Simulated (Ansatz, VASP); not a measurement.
**BaH2 in VASP and in Ansatz**

```
Ba H
1.0
     6.71039    0.00000    0.00000
     0.00000    4.09350    0.00000
     0.00000    0.00000    7.75535
Ba H
4 8
Cartesian
  1.7438 1.0234 6.8718
  1.6114 3.0701 2.9942
  5.0990 1.0234 4.7612
  4.9666 3.0701 0.8835
  0.1916 1.0234 1.4115
  3.1636 3.0701 5.2892
  3.5468 1.0234 2.4662
  6.5188 3.0701 6.3438
  4.3350 1.0234 7.2077
  5.7306 3.0701 3.3300
  0.9798 1.0234 4.4253
  2.3754 3.0701 0.5477
```

Alike in both runs: functional r2SCAN; k mesh 4 × 8 × 4; occupations fermi-dirac, width 0.02 eV; no spin polarisation.

Ansatz relaxed the structure, and its values are those at the end. VASP's run is a single point on that final structure, the one shown.

|  | VASP | Ansatz |
| --- | --- | --- |
| version | VASP 6.6.1 | Ansatz 0.2.0 |
| potentials or method | VASP PAW PBE potentials, release 64 (Ba_sv, H), cutoff 520 eV | PAW plane waves |
| valence electrons in the cell | 48 | 48 |

VASP gave:

* gap on the k mesh at the Fermi level (eV): 3.29
* pressure (GPa): 1.9
* rms of the force components (eV/Å): 0.004

Task: What did Ansatz give for the same quantities?

Result: gap on the k mesh at the Fermi level (eV): 3.31; pressure (GPa): 1.4; rms of the force components (eV/Å): 0.004.

VASP's potentials were made for PBE, not for r2SCAN. The functional is the same, so the differences come from potentials, cutoffs and numerics. Ansatz's warnings: stress scf threshold loose.

Neither program's run includes spin-orbit coupling.
